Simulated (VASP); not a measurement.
Rh: single point with PBEsol

The system is Rh.

```
CELL_PARAMETERS angstrom
2.68874 0.00000 0.00000
-1.34437 2.32851 0.00000
0.00000 0.00000 4.32902
ATOMIC_POSITIONS crystal
Rh 0.66667 0.33333 0.75000
Rh 0.33333 0.66667 0.25000
```

```
Program             : VASP 6.6.1
Task                : single point
Functional          : PBEsol
Potentials or basis : VASP PAW PBE potentials, release 64 (Rh_pv)
Cutoff              : 520 eV
k mesh              : 12 × 12 × 8
Occupations         : gaussian, width 0.15 eV
Spin                : no spin polarisation
```

```yaml
Pressure: 0.1 GPa
Band_gap_on_the_k_mesh: zero (band 15 reaches 12.79 eV, above the bottom of band 16 at 10.28 eV)
```

Stress tensor (GPa, compression positive):
```
-0.22  0.00  0.00
 0.00 -0.22  0.00
 0.00  0.00  0.62
```

Levels at points of the mesh, in eV from the Fermi level:
| k point | band 13 | band 14 | band 15 | band 16 | band 17 | band 18 |
| --- | --- | --- | --- | --- | --- | --- |
| (0.00, 0.00, 0.00) | -2.58 | -2.00 | -2.00 | 0.14 | 0.14 | 0.67 |
| (0.50, 0.00, 0.00) | -2.27 | 0.42 | 0.67 | 0.74 | 3.04 | 5.16 |
| (0.00, 0.00, 0.50) | -3.25 | -3.25 | -0.45 | -0.45 | -0.45 | -0.45 |
| (0.50, 0.00, 0.50) | -0.35 | -0.35 | 0.62 | 0.62 | 2.64 | 2.64 |

Wall time 23 s on 1 thread of Intel(R) Xeon(R) Platinum 8488C (Sapphire Rapids), on a shared host, peak memory 0.16 GiB.

Caveat: the PAW data sets were made with another functional, which shifts forces and pressure a little.
